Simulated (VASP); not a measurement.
# Pd (Im-3m) in VASP: notebook

The runs below take Pd through single point, with RPBE.

All numbers are computed with VASP 6.6.1; they aren't measurements. Logs are shortened: lines on timing, memory, paths and dates and some standing lists are left out, and cuts for length are marked.

### 1 The cell of the first run

The structure is cubic, space group Im-3m (No. 229). The conventional cell has a = 3.290 Å, b = 3.290 Å, c = 3.290 Å, α = 90.00°, β = 90.00°, γ = 90.00°. Within 3.8 Å of Pd (site symmetry m-3m) lie 14 Pd at 2.85 to 3.29 Å.

This isn't the form of Pd at room conditions, which is fcc.

### 2 Single point, RPBE, collinear spin (17.80 Å³/atom)

Contents of INCAR:

```
ALGO = Normal ; EDIFF = 1E-7
ENCUT = 520 ; GGA = RP
ISIF = 2 ; ISMEAR = -1
ISPIN = 2 ; LASPH = True
LCHARG = False ; LMAXMIX = 4
LORBIT = 11 ; LREAL = False
LWAVE = False ; MAGMOM = 0.5 -0.5
NBANDS = 21 ; NELM = 150
PREC = Accurate ; SIGMA = 0.05
```

Contents of KPOINTS:

```
k-points
0
Gamma
  11 11 11
```

Contents of POSCAR:

```
Pd
1.0
    3.2899503165      0.0000000000      0.0000000000
    0.0000000000      3.2899503165      0.0000000000
    0.0000000000      0.0000000000      3.2899503165
Pd
2
Direct
    0.0000000000      0.0000000000      0.0000000000
    0.5000000000      0.5000000000      0.5000000000
```

Potentials or basis: VASP PAW PBE potentials, release 64 (Pd).

The run is started by

```bash
$ cat potpaw_PBE.64/Pd/POTCAR > POTCAR
$ mpirun -np 1 vasp_std > vasp.out
```

OUTCAR:

```text
EDIFF = 1E-7
   ENCUT = 520
   GGA = RP
   ISIF = 2
   ISMEAR = -1
   ISPIN = 2
   LASPH = True
   LORBIT = 11
   LREAL = False
   NELM = 150
   PREC = Accurate

 ion  position               nearest neighbor table
   1  0.000  0.000  0.000-   2 2.85   2 2.85   2 2.85   2 2.85   2 2.85   2 2.85   2 2.85   2 2.85

   2  0.500  0.500  0.500-   1 2.85   1 2.85   1 2.85   1 2.85   1 2.85   1 2.85   1 2.85   1 2.85

  LATTYP: Found a simple cubic cell.
 ALAT       =     3.2899503165

  Lattice vectors:

 A1 = (   3.2899503165,   0.0000000000,   0.0000000000)
 A2 = (   0.0000000000,   3.2899503165,   0.0000000000)
 A3 = (   0.0000000000,   0.0000000000,   3.2899503165)

Analysis of symmetry for initial positions (statically):
=====================================================================
 Subroutine PRICEL returns following result:

  LATTYP: Found a body centered cubic cell.
 ALAT       =     3.2899503165

  Lattice vectors:

 A1 = (   1.6449751583,   1.6449751583,  -1.6449751582)
 A2 = (  -1.6449751583,   1.6449751582,   1.6449751582)
 A3 = (   1.6449751583,  -1.6449751582,   1.6449751583)

   2 primitive cells build up your supercell.

 Routine SETGRP: Setting up the symmetry group for a
 simple cubic supercell.

 Subroutine GETGRP returns: Found 48 space group operations
 (whereof 48 operations were pure point group operations)
 out of a pool of 48 trial point group operations.

The static configuration has the point symmetry O_h .

Analysis of symmetry for dynamics (positions and initial velocities):
=====================================================================
 Subroutine PRICEL returns following result:

  LATTYP: Found a body centered cubic cell.
 ALAT       =     3.2899503165

  Lattice vectors:

 A1 = (   1.6449751583,   1.6449751583,  -1.6449751582)
 A2 = (  -1.6449751583,   1.6449751582,   1.6449751582)
 A3 = (   1.6449751583,  -1.6449751582,   1.6449751583)

   2 primitive cells build up your supercell.

 Routine SETGRP: Setting up the symmetry group for a
 simple cubic supercell.

 Subroutine GETGRP returns: Found 48 space group operations
 (whereof 48 operations were pure point group operations)
 out of a pool of 48 trial point group operations.

The dynamic configuration has the point symmetry O_h .

Analysis of structural, dynamic, and magnetic symmetry:
=====================================================================
 Subroutine PRICEL returns following result:

  LATTYP: Found a body centered cubic cell.
 ALAT       =     3.2899503165

  Lattice vectors:

 A1 = (   1.6449751583,   1.6449751583,  -1.6449751582)
 A2 = (  -1.6449751583,   1.6449751582,   1.6449751582)
 A3 = (   1.6449751583,  -1.6449751582,   1.6449751583)

   2 primitive cells build up your supercell.

 Routine SETGRP: Setting up the symmetry group for a
 simple cubic supercell.

 Subroutine GETGRP returns: Found 48 space group operations
 (whereof 48 operations were pure point group operations)
 out of a pool of 48 trial point group operations.

The overall configuration has the point symmetry O_h .

 Subroutine INISYM returns: Found 48 space group operations
 (whereof 48 operations are pure point group operations),
 and found     2 'primitive' translations

----------------------------------------------------------------------------------------

                                     Primitive cell

  volume of cell :      17.8048

  direct lattice vectors                    reciprocal lattice vectors
     1.644975158  1.644975158 -1.644975158     0.303955958  0.303955958  0.000000000
    -1.644975158  1.644975158  1.644975158    -0.000000000  0.303955958  0.303955958
     1.644975158 -1.644975158  1.644975158     0.303955958  0.000000000  0.303955958

  length of vectors
     2.849180551  2.849180551  2.849180551     0.429858638  0.429858638  0.429858638

  position of ions in fractional coordinates (direct lattice)
     0.000000000  0.000000000  0.000000000

  ion indices of the primitive-cell ions
   primitive index   ion index
                 1           1

----------------------------------------------------------------------------------------

 KPOINTS: k-points

Automatic generation of k-mesh.
 Grid dimensions read from file:
 generate k-points for:   11   11   11

 Generating k-lattice:

  Cartesian coordinates                     Fractional coordinates (reciprocal lattice)
     0.027632360  0.000000000  0.000000000     0.090909091  0.000000000  0.000000000
     0.000000000  0.027632360  0.000000000     0.000000000  0.090909091  0.000000000
     0.000000000  0.000000000  0.027632360     0.000000000  0.000000000  0.090909091

  Length of vectors
     0.027632360  0.027632360  0.027632360

  Shift w.r.t. Gamma in fractional coordinates (k-lattice)
     0.000000000  0.000000000  0.000000000

 Subroutine IBZKPT returns following result:
 ===========================================

 Found     56 irreducible k-points:

 Following reciprocal coordinates:
            Coordinates               Weight
  0.000000  0.000000  0.000000      1.000000
  0.090909  0.000000  0.000000      6.000000
  0.181818  0.000000  0.000000      6.000000
  0.272727  0.000000  0.000000      6.000000
  0.363636  0.000000  0.000000      6.000000
  0.454545  0.000000  0.000000      6.000000
[... 16 lines left out ...]
  0.181818  0.090909  0.090909     24.000000
  0.272727  0.090909  0.090909     24.000000
 [... further k-points ...]
   k-points           NKPTS =     56   k-points in BZ     NKDIM =     56   number of bands    NBANDS=     21
   number of dos      NEDOS =    301   number of ions     NIONS =      2
   total plane-waves  NPLWV =  13824
   dimension x,y,z NGX =    24 NGY =   24 NGZ =   24
   dimension x,y,z NGXF=    48 NGYF=   48 NGZF=   48
   ions per type =               2
   NGX,Y,Z   is equivalent  to a cutoff of  12.13, 12.13, 12.13 a.u.
   NGXF,Y,Z  is equivalent  to a cutoff of  24.26, 24.26, 24.26 a.u.
 SYSTEM =  unknown system
   PREC   = accura    normal or accurate (medium, high low for compatibility)
   ISTART =      0    job   : 0-new  1-cont  2-samecut
   ICHARG =      2    charge: 1-file 2-atom 10-const
   ISPIN  =      2    spin polarized calculation?
   LNONCOLLINEAR =      F non collinear calculations
   LSORBIT =      F    spin-orbit coupling
   LASPH  =      T    aspherical Exc in radial PAW
   ENCUT  =  520.0 eV  38.22 Ry    6.18 a.u.   6.12  6.12  6.12*2*pi/ulx,y,z
   NELM   =    150;   NELMIN=  2; NELMDL= -5     # of ELM steps
   EDIFF  = 0.1E-06   stopping-criterion for ELM
   LREAL  =      F    real-space projection
   EDIFFG = 0.1E-05   stopping-criterion for IOM
   NSW    =      0    number of steps for IOM
   IBRION =     -1    ionic relax: 0-MD 1-quasi-New 2-CG
   NFREE  =      0    steps in history (QN), initial steepest desc. (CG)
   ISIF   =      2    stress and relaxation
   ISYM   =      2    0-nonsym 1-usesym 2-fastsym
   POTIM  = 0.5000    time-step for ionic-motion
   TEBEG  =    0.0;   TEEND  =   0.0 temperature during run
   PSTRESS=    0.0 pullay stress
   NELECT =      20.0000    total number of electrons
   NUPDOWN=      -1.0000    fix difference up-down
   EMIN   =  10.00;   EMAX   =-10.00  energy-range for DOS
   EFERMI =   0.00;   METHOD = LEGACY
   ISMEAR =    -1;   SIGMA  =   0.05  broadening in eV -4-tet -1-fermi 0-gaus
   EFERMI_NEDOS =   21; number of points for ismear=-14 and -15
   IALGO  =     38    algorithm
   IMIX   =      4    mixing-type and parameters
     AMIX     =   0.40;   BMIX     =  1.00
     AMIX_MAG =   1.60;   BMIX_MAG =  1.00
  volume/ion in A,a.u.               =      17.80       120.15
  Fermi-wavevector in a.u.,A,eV,Ry     =   1.350710  2.552472 24.822712  1.824418
  Thomas-Fermi vector in A             =   2.478192
   LORBIT       =     11    0 simple, 1 ext, 2 COOP (PROOUT), +10 PAW based schemes
   GGA     = RP    functional components
   LHFCALC =     F    Hartree Fock is set to
   AEXX    =    0.0000 exact exchange contribution
   IVDW    =     0    specifies the selected vdW correction
   LEPSILON=     F    determine dielectric tensor
   LRPA    =     F    only Hartree local field effects (RPA)
 spin polarized calculation
  energy-cutoff  :      520.00
  volume of cell :       35.61
 maximum number of plane-waves:       977
   NGX = 13   NGY = 13   NGZ = 13

 number of electron      20.0000022 magnetization       0.0000000

 number of electron      20.0000022 magnetization      -0.0000000

 Free energy of the ion-electron system (eV)
  ---------------------------------------------------
  ext. energy  EPLUGINS =         0.00000000
  ---------------------------------------------------
  free energy    TOTEN  =        -9.02784528 eV

  energy without entropy =       -9.00163968  energy(sigma->0) =       -9.01474248

 E-fermi :   7.0625     XC(G=0): -11.9108

 val. band max:        7.0616033967   @ k =   0.0909   0.0000   0.0000
 cond. band min:       7.0660980205   @ k =   0.3636   0.1818   0.0000
 fundamental gap:      0.0044946238
 Fermi energy:         7.0625045144

 spin component 1

 k-point     1 :       0.0000    0.0000    0.0000
  band No.  band energies     occupation
      1       1.3158      1.00000
      2       3.1977      1.00000
      3       3.1977      1.00000
      4       4.8578      1.00000
      5       4.8578      1.00000
      6       4.8578      1.00000
[... 550 lines left out ...]
      5       4.7764      1.00000
      6       5.6697      1.00000
[... 13 lines left out ...]
     20      27.8469      0.00000
     21      28.3841      0.00000

 [... further k-points ...]

 spin component 2

 k-point     1 :       0.0000    0.0000    0.0000
  band No.  band energies     occupation
      1       1.3158      1.00000
      2       3.1977      1.00000
      3       3.1977      1.00000
      4       4.8578      1.00000
      5       4.8578      1.00000
      6       4.8578      1.00000
[... 550 lines left out ...]
      5       4.7764      1.00000
      6       5.6697      1.00000
[... 13 lines left out ...]
     20      27.8469      0.00000
     21      28.3841      0.00000

 [... further k-points ...]
[... 5 lines left out ...]
  --------------------------------------------------------------------------------------
  -------------------------------------------------------------------------------------
  Total       -2.6614498     -2.6614498     -2.6614498      0.0000000     -0.0000000      0.0000000
  in kB     -119.7459534   -119.7459534   -119.7459534      0.0000000     -0.0000000      0.0000000
  external PRESSURE =    -119.7459534 kB  Pullay stress =       0.0000000 kB

 VOLUME and BASIS-vectors are now :
 -----------------------------------------------------------------------------
  energy-cutoff  :      520.00
  volume of cell :       35.61
      direct lattice vectors                 reciprocal lattice vectors
     3.289950317  0.000000000  0.000000000     0.303955958  0.000000000  0.000000000
     0.000000000  3.289950317  0.000000000     0.000000000  0.303955958  0.000000000
     0.000000000  0.000000000  3.289950317     0.000000000  0.000000000  0.303955958

 POSITION                                       TOTAL-FORCE (eV/Angst)
 -----------------------------------------------------------------------------------
      0.00000      0.00000      0.00000         0.000000      0.000000     -0.000000
      1.64498      1.64498      1.64498        -0.000000     -0.000000      0.000000
 -----------------------------------------------------------------------------------
    total drift:                                0.000000      0.000000     -0.000000

  FREE ENERGIE OF THE ION-ELECTRON SYSTEM (eV)
  ---------------------------------------------------
  free  energy   TOTEN  =        -9.0278452815 eV

  energy  without entropy=       -9.0016396818  energy(sigma->0) =       -9.01474248

 total charge

# of ion       s       p       d       tot
------------------------------------------
    1        0.404   0.303   8.439   9.145
    2        0.404   0.303   8.439   9.145
--------------------------------------------------
tot          0.807   0.606  16.878  18.291

 magnetization (x)

# of ion       s       p       d       tot
------------------------------------------
    1        0.000   0.000   0.000   0.000
    2       -0.000  -0.000  -0.000  -0.000
--------------------------------------------------
tot          0.000   0.000   0.000   0.000
```

It took 70 s on 1 thread of Intel Xeon 8259CL, shared host; peak memory 0.19 GiB.

Results:

```
Free energy                                           : -9.0278 eV
Pressure                                              : -12.0 GPa
Band gap on the k mesh                                : zero (filled and empty bands overlap)
Net moment                                            : 0.00 μB per cell
Valence electrons inside the program's atomic spheres : Pd 9.14
```

Levels at points of the mesh, in eV from the Fermi level:
Spin up:
| k point | band 7 | band 8 | band 9 | band 10 | band 11 | band 12 | band 13 | band 14 |
| --- | --- | --- | --- | --- | --- | --- | --- | --- |
| (0.00, 0.00, 0.00) | -0.72 | -0.72 | 0.13 | 0.13 | 0.13 | 8.61 | 8.61 | 8.61 |
Spin down:
```csv
k point,band 6,band 7,band 8,band 9,band 10,band 11,band 12,band 13,band 14,band 15
"(0.00, 0.00, 0.00)",-2.20,-0.72,-0.72,0.13,0.13,0.13,8.61,8.61,8.61,14.84
```

Caveat: the cell stands under tension; the PAW data sets were made with another functional, which shifts forces and pressure a little.

### 3 Single point, RPBE, collinear spin

This run uses another cell than the first one, of 15.90 Å³/atom.

Contents of INCAR:

```
SYSTEM = Pd
PREC = Accurate
ENCUT = 520
EDIFF = 1E-7
ISMEAR = -1
SIGMA = 0.05
LREAL = .False.
LASPH = .True.
NELM = 150
ALGO = Normal
ISIF = 2
LWAVE = .False.
LCHARG = .False.
ISPIN = 2
MAGMOM = 0.5 -0.5
LORBIT = 11
LMAXMIX = 4
GGA = RP
NBANDS = 21
```

Contents of KPOINTS:

```
Automatic mesh
0
Gamma
  16 16 16
  0 0 0
```

Contents of POSCAR:

```
Pd
1.0
    3.1679865705      0.0000000000      0.0000000000
    0.0000000000      3.1679865705      0.0000000000
    0.0000000000      0.0000000000      3.1679865705
Pd
2
Direct
    0.0000000000      0.0000000000      0.0000000000
    0.5000000000      0.5000000000      0.5000000000
```

Potentials or basis: VASP PAW PBE potentials, release 64 (Pd).

The run is started by

```bash
$ cat potpaw_PBE.64/Pd/POTCAR > POTCAR
$ mpirun -np 1 vasp_std > vasp.out
```

Run time: 2.1 min. Hardware: 1 thread of Intel Xeon 8259CL, shared host; peak memory 0.26 GiB.

The run converged. Its results:

* Free energy: -9.1880 eV
* Pressure: -0.2 GPa
* Band gap on the k mesh: zero (filled and empty bands overlap)
* Net moment: 0.00 μB per cell
* Valence electrons inside the program's atomic spheres: Pd 9.31

Levels at points of the mesh, in eV from the Fermi level:
Spin up:
| k point | band 7 | band 8 | band 9 | band 10 | band 11 | band 12 | band 13 | band 14 |
| --- | --- | --- | --- | --- | --- | --- | --- | --- |
| (0.00, 0.00, 0.00) | -0.86 | -0.86 | 0.18 | 0.18 | 0.18 | 9.02 | 9.02 | 9.02 |
| (0.50, 0.00, 0.00) | -2.05 | -2.05 | -1.32 | -1.32 | 0.69 | 0.69 | 16.21 | 16.21 |
| (0.50, 0.50, 0.00) | -0.66 | -0.66 | 0.52 | 0.52 | 1.57 | 1.57 | 7.39 | 7.39 |
| (0.50, 0.50, 0.50) | -0.62 | -0.62 | -0.62 | -0.62 | 8.44 | 8.44 | 9.11 | 9.11 |
Spin down:
```tsv
k point	band 6	band 7	band 8	band 9	band 10	band 11	band 12	band 13	band 14	band 15
(0.00, 0.00, 0.00)	-2.63	-0.86	-0.86	0.18	0.18	0.18	9.02	9.02	9.02	16.63
(0.50, 0.00, 0.00)	-2.05	-2.05	-2.05	-1.32	-1.32	0.69	0.69	16.21	16.21	16.21
(0.50, 0.50, 0.00)	-0.93	-0.66	-0.66	0.52	0.52	1.57	1.57	7.39	7.39	14.97
(0.50, 0.50, 0.50)	-3.18	-0.62	-0.62	-0.62	-0.62	8.44	8.44	9.11	9.11	9.11
```

Caveat: the PAW data sets were made with another functional, which shifts forces and pressure a little.
